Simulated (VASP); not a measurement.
Input of a VASP 6.6.1 run:

File INCAR:

```
PREC = Accurate ; ENCUT = 520
EDIFF = 1E-6 ; ISMEAR = 0
SIGMA = 0.02 ; LREAL = F
LASPH = T ; NELM = 60
ALGO = Normal ; ISIF = 2
LWAVE = F ; LCHARG = F
LDIPOL = T ; IDIPOL = 3
DIPOL = 0.5 0.5 0.500 ; GGA = PE
IVDW = 12 ; NBANDS = 12
```

File KPOINTS:

```
Automatic mesh
0
Gamma
  9 9 1
```

POSCAR

```
P
1.0
    3.1360000000      0.0000000000      0.0000000000
   -1.5680000000      2.7158556663      0.0000000000
    0.0000000000      0.0000000000     28.0000000000
P
2
Direct
    0.3333333333      0.6666666667      0.5285892857
    0.6666666667      0.3333333333      0.4714107143
```

Potentials or basis: VASP PAW PBE potentials, release 64 (P).

Command:

```sh
$ cat potpaw_PBE.64/P/POTCAR > POTCAR
$ mpirun -np 1 vasp_std > vasp.out
```

Q: Predict the band gap on the k mesh.

A: Zero (bands 5 and 6 overlap by 1.19 eV).

Q: What does it give for the dispersion energy per atom?

A: -0.224 eV.

Q: What does it give for the largest force?

A: 3.351 eV/Å.

Forces on the atoms (eV/Å):
```
P    0.000  0.000 -3.351
P    0.000  0.000  3.351
```
